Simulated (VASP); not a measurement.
# CdS (I-4m2) in VASP: a series of runs

The runs below take CdS through single point, with r2SCAN.

Everything below comes from runs of VASP 6.6.1. Logs are shortened: lines on timing, memory, paths and dates and some standing lists are left out, and cuts for length are marked.

**1. The cell of the first run**

Symmetry: I-4m2, No. 119, tetragonal system. The conventional cell has a = 3.786 Å, b = 3.786 Å, c = 5.587 Å, α = 90.00°, β = 90.00°, γ = 90.00°. Cd (site symmetry -4m2) has 4 S at 2.35 Å within 3.1 Å. Within 3.1 Å of S (site symmetry -4m2) lie 4 Cd at 2.35 Å.

**2. Single point, r2SCAN (strain -0.080 along x and y, -0.040 along z)**

The input, POSCAR:

```
CdS
1.0
    0.0000000000      2.6772000000      2.7936000000
    2.6772000000      0.0000000000      2.7936000000
    2.6772000000      2.6772000000      0.0000000000
Cd S
1 1
Direct
    0.0000000000      0.0000000000      0.0000000000
    0.7500000000      0.7500000000      0.7500000000
```

The input, INCAR.step1:

```
  PREC = Accurate
  ENCUT = 520
  ISMEAR = 0
  SIGMA = 0.05
  LREAL = F
  LASPH = T
  NELM = 60
  NBANDS = 16
  GGA = PE
  ALGO = Normal
  EDIFF = 1E-4
  LWAVE = T
  LCHARG = F
```

The input, INCAR.step2:

```
  PREC = Accurate
  ENCUT = 520
  EDIFF = 1E-6
  ISMEAR = 0
  SIGMA = 0.05
  LREAL = F
  LASPH = T
  NELM = 60
  ALGO = Normal
  ISIF = 2
  LWAVE = F
  LCHARG = F
  METAGGA = R2SCAN
  LMIXTAU = T
  NBANDS = 16
  ISTART = 1
```

The input, KPOINTS:

```
regular mesh
0
Gamma
  8 8 8
```

Potentials or basis: VASP PAW PBE potentials, release 64 (Cd, S).

Started as:

```sh
$ cat potpaw_PBE.64/Cd/POTCAR potpaw_PBE.64/S/POTCAR > POTCAR
$ cp INCAR.step1 INCAR
$ mpirun -np 1 vasp_std > vasp.out
$ cp INCAR.step2 INCAR
$ mpirun -np 1 vasp_std > vasp.out
```

OUTCAR:

```text
PREC = Accurate
   ENCUT = 520
   EDIFF = 1E-6
   ISMEAR = 0
   LREAL = F
   LASPH = T
   NELM = 60
   ISIF = 2
   METAGGA = R2SCAN
   ISTART = 1

 ion  position               nearest neighbor table
   1  0.000  0.000  0.000-   2 2.35   2 2.35   2 2.35   2 2.35
   2  0.750  0.750  0.750-   1 2.35   1 2.35   1 2.35   1 2.35

  LATTYP: Found a body centered tetragonal cell.
 ALAT       =     3.7861325492
 C/A-ratio  =     1.4757011086

  Lattice vectors:

 A1 = (  -2.6772000000,   0.0000000000,   2.7936000000)
 A2 = (   2.6772000000,   0.0000000000,   2.7936000000)
 A3 = (   0.0000000000,   2.6772000000,  -2.7936000000)

Analysis of symmetry for initial positions (statically):
=====================================================================
 Subroutine PRICEL returns:
 Original cell was already a primitive cell.

 Routine SETGRP: Setting up the symmetry group for a
 body centered tetragonal supercell.

 Subroutine GETGRP returns: Found  8 space group operations
 (whereof  8 operations were pure point group operations)
 out of a pool of 16 trial point group operations.

The static configuration has the point symmetry D_2d.

Analysis of symmetry for dynamics (positions and initial velocities):
=====================================================================
 Subroutine PRICEL returns:
 Original cell was already a primitive cell.

 Routine SETGRP: Setting up the symmetry group for a
 body centered tetragonal supercell.

 Subroutine GETGRP returns: Found  8 space group operations
 (whereof  8 operations were pure point group operations)
 out of a pool of 16 trial point group operations.

The dynamic configuration has the point symmetry D_2d.

 Subroutine INISYM returns: Found  8 space group operations
 (whereof  8 operations are pure point group operations),
 and found     1 'primitive' translations

----------------------------------------------------------------------------------------

                                     Primitive cell

  volume of cell :      40.0457

  direct lattice vectors                    reciprocal lattice vectors
     0.000000000  2.677200000  2.793600000    -0.186762289  0.186762289  0.178980527
     2.677200000  0.000000000  2.793600000     0.186762289 -0.186762289  0.178980527
     2.677200000  2.677200000  0.000000000     0.186762289  0.186762289 -0.178980527

  length of vectors
     3.869315288  3.869315288  3.786132549     0.319052244  0.319052244  0.319052244

  position of ions in fractional coordinates (direct lattice)
     0.000000000  0.000000000  0.000000000
     0.750000000  0.750000000  0.750000000

  ion indices of the primitive-cell ions
   primitive index   ion index
                 1           1
                 2           2

----------------------------------------------------------------------------------------

 KPOINTS: regular mesh

Automatic generation of k-mesh.
 Grid dimensions read from file:
 generate k-points for:    8    8    8

 Generating k-lattice:

  Cartesian coordinates                     Fractional coordinates (reciprocal lattice)
    -0.023345286  0.023345286  0.022372566     0.125000000 -0.000000000  0.000000000
     0.023345286 -0.023345286  0.022372566    -0.000000000  0.125000000  0.000000000
     0.023345286  0.023345286 -0.022372566     0.000000000  0.000000000  0.125000000

  Length of vectors
     0.039881530  0.039881530  0.039881530

  Shift w.r.t. Gamma in fractional coordinates (k-lattice)
     0.000000000  0.000000000  0.000000000

 Subroutine IBZKPT returns following result:
 ===========================================

 Found     59 irreducible k-points:

 Following reciprocal coordinates:
            Coordinates               Weight
  0.000000  0.000000  0.000000      1.000000
  0.125000 -0.000000  0.000000      8.000000
  0.250000 -0.000000  0.000000      8.000000
  0.375000 -0.000000  0.000000      8.000000
  0.500000 -0.000000  0.000000      4.000000
  0.125000  0.125000  0.000000      2.000000
[... 16 lines left out ...]
  0.250000 -0.000000  0.125000     16.000000
  0.375000 -0.000000  0.125000     16.000000
 [... further k-points ...]
   k-points           NKPTS =     59   k-points in BZ     NKDIM =     59   number of bands    NBANDS=     16
   number of dos      NEDOS =    301   number of ions     NIONS =      2
   total plane-waves  NPLWV =  25200
   dimension x,y,z NGX =    30 NGY =   30 NGZ =   28
   dimension x,y,z NGXF=    60 NGYF=   60 NGZF=   56
   ions per type =               1   1
   NGX,Y,Z   is equivalent  to a cutoff of  12.89, 12.89, 12.29 a.u.
   NGXF,Y,Z  is equivalent  to a cutoff of  25.78, 25.78, 24.59 a.u.
 SYSTEM =  unknown system
   PREC   = accura    normal or accurate (medium, high low for compatibility)
   ISTART =      1    job   : 0-new  1-cont  2-samecut
   ICHARG =      0    charge: 1-file 2-atom 10-const
   ISPIN  =      1    spin polarized calculation?
   LNONCOLLINEAR =      F non collinear calculations
   LSORBIT =      F    spin-orbit coupling
   LASPH  =      T    aspherical Exc in radial PAW
   ENCUT  =  520.0 eV  38.22 Ry    6.18 a.u.   7.19  7.19  7.04*2*pi/ulx,y,z
   NELM   =     60;   NELMIN=  2; NELMDL=  0     # of ELM steps
   EDIFF  = 0.1E-05   stopping-criterion for ELM
   LREAL  =      F    real-space projection
   EDIFFG = 0.1E-04   stopping-criterion for IOM
   NSW    =      0    number of steps for IOM
   IBRION =     -1    ionic relax: 0-MD 1-quasi-New 2-CG
   NFREE  =      0    steps in history (QN), initial steepest desc. (CG)
   ISIF   =      2    stress and relaxation
   ISYM   =      2    0-nonsym 1-usesym 2-fastsym
   POTIM  = 0.5000    time-step for ionic-motion
   TEBEG  =    0.0;   TEEND  =   0.0 temperature during run
   PSTRESS=    0.0 pullay stress
   NELECT =      18.0000    total number of electrons
   NUPDOWN=      -1.0000    fix difference up-down
   EMIN   =  10.00;   EMAX   =-10.00  energy-range for DOS
   EFERMI =   0.00;   METHOD = LEGACY
   ISMEAR =     0;   SIGMA  =   0.05  broadening in eV -4-tet -1-fermi 0-gaus
   EFERMI_NEDOS =   21; number of points for ismear=-14 and -15
   IALGO  =     38    algorithm
   IMIX   =      4    mixing-type and parameters
     AMIX     =   0.40;   BMIX     =  1.00
     AMIX_MAG =   1.60;   BMIX_MAG =  1.00
  volume/ion in A,a.u.               =      20.02       135.12
  Fermi-wavevector in a.u.,A,eV,Ry     =   1.254047  2.369805 21.396973  1.572633
  Thomas-Fermi vector in A             =   2.387870
   LORBIT       =      0    0 simple, 1 ext, 2 COOP (PROOUT), +10 PAW based schemes
   METAGGA = R2SCAN    functional components
   LHFCALC =     F    Hartree Fock is set to
   AEXX    =    0.0000 exact exchange contribution
   IVDW    =     0    specifies the selected vdW correction
   LEPSILON=     F    determine dielectric tensor
   LRPA    =     F    only Hartree local field effects (RPA)
 non-spin polarized calculation
 Gauss-broadening in eV      SIGMA  =   0.05
  energy-cutoff  :      520.00
  volume of cell :       40.05
 maximum number of plane-waves:      1089
 NGX is ok and might be reduce to    30
   NGX = 15   NGY = 15   NGZ = 15

 number of electron      18.0000003 magnetization

 Free energy of the ion-electron system (eV)
  ---------------------------------------------------
  ext. energy  EPLUGINS =         0.00000000
  ---------------------------------------------------
  free energy    TOTEN  =       -28.99279548 eV

  energy without entropy =      -28.99279548  energy(sigma->0) =      -28.99279548

 E-fermi :   3.4720     XC(G=0): -10.8538

 val. band max:        3.2676464737   @ k =   0.0000   0.0000   0.0000
 cond. band min:       5.2607694718   @ k =   0.0000   0.0000   0.0000
 fundamental gap:      1.9931229981
 Fermi energy:         3.4720004531

 k-point     1 :       0.0000    0.0000    0.0000
  band No.  band energies     occupation
      1     -11.3097      2.00000
      2      -5.9091      2.00000
      3      -5.8712      2.00000
      4      -5.8712      2.00000
      5      -5.0127      2.00000
      6      -4.9703      2.00000
[... 8 lines left out ...]
     15      15.8104      0.00000
     16      16.4084      0.00000

 k-point     2 :       0.1250   -0.0000    0.0000
  band No.  band energies     occupation
      1     -11.2129      2.00000
      2      -5.8657      2.00000
      3      -5.8311      2.00000
      4      -5.8148      2.00000
      5      -5.0116      2.00000
      6      -4.9761      2.00000
[... 8 lines left out ...]
     15      15.0118      0.00000
     16      16.5307      0.00000

 k-point     3 :       0.2500   -0.0000    0.0000
  band No.  band energies     occupation
      1     -10.9768      2.00000
      2      -5.7786      2.00000
      3      -5.7419      2.00000
      4      -5.5659      2.00000
      5      -4.9905      2.00000
      6      -4.9770      2.00000
[... 8 lines left out ...]
     15      14.6109      0.00000
     16      15.6783      0.00000

 k-point     4 :       0.3750   -0.0000    0.0000
  band No.  band energies     occupation
      1     -10.7406      2.00000
      2      -5.7167      2.00000
      3      -5.6693      2.00000
      4      -5.0102      2.00000
      5      -4.9521      2.00000
      6      -4.9150      2.00000
[... 8 lines left out ...]
     15      15.5761      0.00000
     16      15.8119      0.00000

 k-point     5 :       0.5000   -0.0000    0.0000
  band No.  band energies     occupation
      1     -10.6440      2.00000
      2      -5.6987      2.00000
      3      -5.6459      2.00000
      4      -4.9321      2.00000
      5      -4.9117      2.00000
      6      -4.3787      2.00000
[... 8 lines left out ...]
     15      16.6659      0.00000
     16      16.9083      0.00000

 k-point     6 :       0.1250    0.1250    0.0000
  band No.  band energies     occupation
      1     -11.1863      2.00000
      2      -5.8688      2.00000
      3      -5.7951      2.00000
      4      -5.7951      2.00000
      5      -5.0474      2.00000
      6      -4.9494      2.00000
[... 8 lines left out ...]
     15      15.8628      0.00000
     16      17.6186      0.00000

 k-point     7 :       0.2500    0.1250    0.0000
  band No.  band energies     occupation
      1     -11.0005      2.00000
      2      -5.7850      2.00000
      3      -5.7015      2.00000
      4      -5.6419      2.00000
      5      -5.0579      2.00000
      6      -4.9331      2.00000
[... 8 lines left out ...]
     15      15.5761      0.00000
     16      17.3214      0.00000

 k-point     8 :       0.3750    0.1250    0.0000
  band No.  band energies     occupation
      1     -10.7645      2.00000
      2      -5.7088      2.00000
      3      -5.6176      2.00000
      4      -5.2387      2.00000
      5      -4.9642      2.00000
      6      -4.9178      2.00000
[... 8 lines left out ...]
     15      16.0844      0.00000
     16      16.5872      0.00000

 k-point     9 :       0.5000    0.1250    0.0000
  band No.  band energies     occupation
      1     -10.6191      2.00000
      2      -5.6787      2.00000
      3      -5.5881      2.00000
      4      -4.9979      2.00000
      5      -4.9239      2.00000
      6      -4.4168      2.00000
[... 8 lines left out ...]
     15      16.7375      0.00000
     16      16.9242      0.00000
[... 172 lines left out ...]
 k-point    19 :       0.5000    0.3750    0.0000
  band No.  band energies     occupation
      1     -10.4892      2.00000
      2      -5.5728      2.00000
      3      -5.2993      2.00000
      4      -5.2631      2.00000
      5      -4.8538      2.00000
      6      -4.4182      2.00000
[... 8 lines left out ...]
     15      17.0006      0.00000
     16      18.4387      0.00000

 k-point    20 :      -0.3750    0.3750    0.0000
  band No.  band energies     occupation
      1     -10.4719      2.00000
      2      -5.5841      2.00000
      3      -5.3452      2.00000
      4      -5.1577      2.00000
      5      -4.9135      2.00000
      6      -4.0686      2.00000
[... 8 lines left out ...]
     15      16.4289      0.00000
     16      19.0349      0.00000

 k-point    21 :       0.5000    0.5000    0.0000
  band No.  band energies     occupation
      1     -10.4602      2.00000
      2      -5.5839      2.00000
      3      -5.2424      2.00000
      4      -5.2423      2.00000
      5      -4.8257      2.00000
      6      -4.4036      2.00000
[... 8 lines left out ...]
     15      16.2439      0.00000
     16      17.9849      0.00000

 k-point    22 :       0.1250    0.0000    0.1250
  band No.  band energies     occupation
      1     -11.1780      2.00000
      2      -5.8374      2.00000
      3      -5.8367      2.00000
      4      -5.7929      2.00000
      5      -5.0151      2.00000
      6      -4.9725      2.00000
[... 8 lines left out ...]
     15      15.3029      0.00000
     16      17.8129      0.00000

 k-point    23 :       0.2500   -0.0000    0.1250
  band No.  band energies     occupation
      1     -10.9869      2.00000
      2      -5.7756      2.00000
      3      -5.7226      2.00000
      4      -5.6452      2.00000
      5      -5.0203      2.00000
      6      -4.9481      2.00000
[... 8 lines left out ...]
     15      15.2494      0.00000
     16      17.2035      0.00000

 k-point    24 :       0.3750   -0.0000    0.1250
  band No.  band energies     occupation
      1     -10.7520      2.00000
      2      -5.6986      2.00000
      3      -5.6365      2.00000
      4      -5.2764      2.00000
      5      -4.9334      2.00000
      6      -4.8823      2.00000
[... 8 lines left out ...]
     15      16.0517      0.00000
     16      16.7834      0.00000

 [... further k-points ...]

------------------------ aborting loop because EDIFF is reached ----------------------------------------

  FORCE on cell =-STRESS in cart. coord.  units (eV):
  Direction    XX          YY          ZZ          XY          YZ          ZX
  --------------------------------------------------------------------------------------
  -------------------------------------------------------------------------------------
  Total        6.2473872      6.2473872      6.3506168      0.0000000      0.0000000      0.0000000
  in kB      249.9500102    249.9500102    254.0800924      0.0000000      0.0000000      0.0000000
  external PRESSURE =     251.3267043 kB  Pullay stress =       0.0000000 kB

 VOLUME and BASIS-vectors are now :
 -----------------------------------------------------------------------------
  energy-cutoff  :      520.00
  volume of cell :       40.05
      direct lattice vectors                 reciprocal lattice vectors
     0.000000000  2.677200000  2.793600000    -0.186762289  0.186762289  0.178980527
     2.677200000  0.000000000  2.793600000     0.186762289 -0.186762289  0.178980527
     2.677200000  2.677200000  0.000000000     0.186762289  0.186762289 -0.178980527

 POSITION                                       TOTAL-FORCE (eV/Angst)
 -----------------------------------------------------------------------------------
      0.00000      0.00000      0.00000        -0.000000     -0.000000      0.000000
      4.01580      4.01580      4.19040         0.000000      0.000000      0.000000
 -----------------------------------------------------------------------------------
    total drift:                               -0.000124     -0.000124      0.000056

  FREE ENERGIE OF THE ION-ELECTRON SYSTEM (eV)
  ---------------------------------------------------
  free  energy   TOTEN  =       -28.9927954836 eV

  energy  without entropy=      -28.9927954836  energy(sigma->0) =      -28.99279548
```

Run time: 71 s. Hardware: 1 thread of Intel Xeon 6975P-C (Granite Rapids), shared host; peak memory 0.19 GiB.

What came out:

| Quantity | Value |
| --- | --- |
| Free energy | -28.9928 eV |
| Pressure | 25.1 GPa |
| Band gap on the k mesh | 1.99 eV |

Caveat: the cell differs from its parent crystal (strain -0.080 along x and y, -0.040 along z); the cell stands under pressure; the PAW data sets were made with another functional, which shifts forces and pressure a little.

**3. Single point, r2SCAN (strain -0.040 along x and y, +0.000 along z)**

The input, POSCAR:

```
CdS
1.0
    0.0000000000      2.7936000000      2.9100000000
    2.7936000000      0.0000000000      2.9100000000
    2.7936000000      2.7936000000      0.0000000000
Cd S
1 1
Direct
    0.0000000000      0.0000000000      0.0000000000
    0.7500000000      0.7500000000      0.7500000000
```

INCAR.step1, as its differences from that of step 2:

```diff
@@ -6,3 +6,3 @@
   LASPH = T
-  NELM = 60
+  NELM = 100
   NBANDS = 16
```

INCAR.step2, as its differences from that of step 2:

```diff
@@ -2,3 +2,3 @@
   ENCUT = 520
-  EDIFF = 1E-6
+  EDIFF = 1E-7
   ISMEAR = 0
@@ -7,3 +7,3 @@
   LASPH = T
-  NELM = 60
+  NELM = 100
   ALGO = Normal
```

KPOINTS is that of step 2.

Potentials or basis: VASP PAW PBE potentials, release 64 (Cd, S).

Started as:

```sh
$ cat potpaw_PBE.64/Cd/POTCAR potpaw_PBE.64/S/POTCAR > POTCAR
$ cp INCAR.step1 INCAR
$ mpirun -np 1 vasp_std > vasp.out
$ cp INCAR.step2 INCAR
$ mpirun -np 1 vasp_std > vasp.out
```

It took 82 s on 1 thread of Intel Xeon 6975P-C (Granite Rapids), shared host; peak memory 0.19 GiB.

Results (log left out):

| Quantity | Value |
| --- | --- |
| Free energy | -29.5402 eV |
| Pressure | 9.1 GPa |
| Band gap on the k mesh | 1.74 eV |

Stress tensor (GPa, compression positive):
```
9.21 0.00 0.00
0.00 9.21 0.00
0.00 0.00 8.79
```

Levels at points of the mesh, in eV from the valence-band top:
```
           k point  band 7  band 8  band 9  band 10  band 11  band 12
(0.00, 0.00, 0.00)   -0.15    0.00    0.00     1.74     6.98     7.00
(0.50, 0.00, 0.00)   -5.10   -1.05   -0.86     3.53     7.26     7.59
(0.50, 0.50, 0.00)   -4.63   -2.19   -2.19     3.78     5.03     9.88
(0.50, 0.00, 0.50)   -4.35   -2.42   -2.32     3.58     4.65    10.37
```

Caveat: the cell differs from its parent crystal (strain -0.040 along x and y, +0.000 along z); the cell stands under pressure; the PAW data sets were made with another functional, which shifts forces and pressure a little.
